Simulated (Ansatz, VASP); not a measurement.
One calculation of Hf2S, two programs

```
Hf S
1.0
     3.38143    0.00000    0.00000
    -1.69071    2.92840    0.00000
     0.00000    0.00000   11.74095
Hf S
4 2
Direct
  0.66667 0.33333 0.89973
  0.33333 0.66667 0.39973
  0.66667 0.33333 0.60027
  0.33333 0.66667 0.10027
  0.00000 0.00000 0.75000
  0.00000 0.00000 0.25000
```

Alike in both runs: functional r2SCAN; k mesh 12 × 12 × 4; occupations gaussian, width 0.1 eV; no spin polarisation.

Ansatz relaxed the structure, and its values are those at the end. VASP's run is a single point on that final structure, the one shown.

```csv
,VASP,Ansatz
version,VASP 6.6.1,Ansatz 0.2.0
potentials or method,"VASP PAW PBE potentials, release 64 (Hf_pv, S), cutoff 520 eV","scalar-relativistic, plane waves, PAW"
valence electrons in the cell,52,116
```

Ansatz gave:

| Quantity | Value |
| --- | --- |
| gap on the k mesh at the Fermi level (eV) | none |
| pressure (GPa) | 0.0 |
| rms of the force components (eV/Å) | 0.000 |

Problem. What did VASP give for the same quantities?

Solution. gap on the k mesh at the Fermi level (eV): none; pressure (GPa): -0.9; rms of the force components (eV/Å): 0.005.

VASP's potentials were made for PBE, not for r2SCAN. A gap of «none» marks a metal or a gap that the smearing closes. VASP's potentials hold 52 valence electrons a cell and Ansatz's 116, so a difference there can come from the potentials and not from the codes.

Spin-orbit coupling is off throughout.
